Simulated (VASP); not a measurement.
Set up this calculation in VASP 6.6.1, as the native input.

```
Task                   : single point
Functional             : r2SCAN
Potentials or basis    : VASP PAW PBE potentials, release 64 (Ga_d, Sb)
Cutoff                 : 520 eV
k mesh                 : 10 × 10 × 10
Occupations            : gaussian, width 0.02 eV
Spin                   : no spin polarisation
Dipole correction      : no
Further INCAR settings : ALGO = Normal; EDIFF = 1e-06; NBANDS = 16
```

GaSb:

```xyz
2
Lattice="0.0000 3.0036 3.0036 3.0036 0.0000 3.0036 3.0036 3.0036 0.0000" Properties=species:S:1:pos:R:3 pbc="T T T"
Ga    0.0000    0.0000    0.0000
Sb    1.5018    1.5018    1.5018
```

This cell differs from its parent crystal: volume scaled by 0.94.

The input as run:

POSCAR

```
GaSb
1.0
    0.0000000000      3.0035564524      3.0035564524
    3.0035564524      0.0000000000      3.0035564524
    3.0035564524      3.0035564524      0.0000000000
Ga Sb
1 1
Direct
    0.0000000000      0.0000000000      0.0000000000
    0.2500000000      0.2500000000      0.2500000000
```

INCAR.step1

```
SYSTEM = GaSb
PREC = Accurate ; ENCUT = 520
ISMEAR = 0 ; SIGMA = 0.02
LREAL = .False. ; LASPH = .True.
NELM = 100 ; NBANDS = 16
GGA = PE ; ALGO = Normal
EDIFF = 1E-4 ; LWAVE = .True.
LCHARG = .False.
```

INCAR.step2

```
SYSTEM = GaSb
PREC = Accurate ; ENCUT = 520
EDIFF = 1E-6 ; ISMEAR = 0
SIGMA = 0.02 ; LREAL = .False.
LASPH = .True. ; NELM = 100
ALGO = Normal ; ISIF = 2
LWAVE = .False. ; LCHARG = .False.
METAGGA = R2SCAN ; LMIXTAU = .True.
NBANDS = 16 ; ISTART = 1
```

KPOINTS

```
Automatic mesh
0
Gamma
  10 10 10
  0 0 0
```

Potentials or basis: VASP PAW PBE potentials, release 64 (Ga_d, Sb).

Run with:

```bash
$ cat potpaw_PBE.64/Ga_d/POTCAR potpaw_PBE.64/Sb/POTCAR > POTCAR
$ cp INCAR.step1 INCAR
$ mpirun -np 1 vasp_std > vasp.out
$ cp INCAR.step2 INCAR
$ mpirun -np 1 vasp_std > vasp.out
```

It gave:

| Quantity | Value |
| --- | --- |
| Pressure | 3.9 GPa |
| Band gap on the k mesh | 0.81 eV, indirect (least direct gap 0.87 eV) |

Caveat: the PAW data sets were made with another functional, which shifts forces and pressure a little; spin-orbit coupling is left out, which moves the levels of the heavy elements.

Wall time 110 s on 1 thread of Intel(R) Xeon(R) Platinum 8488C (Sapphire Rapids) (shared host), peak memory 0.21 GiB.
